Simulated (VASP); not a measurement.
Write the native input for VASP 6.6.1 that does the following.

```yaml
Task: single point
Functional: LDA
Potentials_or_basis: VASP PAW LDA potentials, release 64 (Ti_sv)
Cutoff: 520 eV
k_mesh: 20 × 20 × 20
Occupations: gaussian, width 0.15 eV
Spin: no spin polarisation
Dipole_correction: no
Further_INCAR_settings: ALGO = Normal; EDIFF = 1e-06; NBANDS = 12
```

The structure of Ti lies in POSCAR:

```
Ti
1.0
   -1.6410000000      1.6410000000      1.5917700000
    1.6410000000     -1.6410000000      1.5917700000
    1.6410000000      1.6410000000     -1.5917700000
Ti
1
Direct
    0.0000000000      0.0000000000      0.0000000000
```

This cell differs from its parent crystal: strain +0.000 along x and y, -0.030 along z.

One way to write it, as run:

INCAR

```
PREC = Accurate
ENCUT = 520
EDIFF = 1E-6
ISMEAR = 0
SIGMA = 0.15
LREAL = F
LASPH = T
NELM = 60
ALGO = Normal
ISIF = 2
LWAVE = F
LCHARG = F
GGA = CA
NBANDS = 12
```

KPOINTS

```
regular mesh
0
Gamma
  20 20 20
```

Potentials or basis: VASP PAW LDA potentials, release 64 (Ti_sv).

Run with:

```sh
$ cat potpaw_LDA.64/Ti_sv/POTCAR > POTCAR
$ mpirun -np 1 vasp_std > vasp.out
```

Results of the run:

```yaml
Pressure: -8.2 GPa
Band_gap_on_the_k_mesh: zero (band 6 reaches 8.92 eV, above the bottom of band 7 at 7.33 eV)
```

Caveat: the cell differs from its parent crystal (strain +0.000 along x and y, -0.030 along z).

Wall time 99 s on 1 thread of Intel(R) Xeon(R) Platinum 8259CL CPU @ 2.50GHz (Skylake/Cascade Lake), with other jobs on the host, peak memory 0.24 GiB.
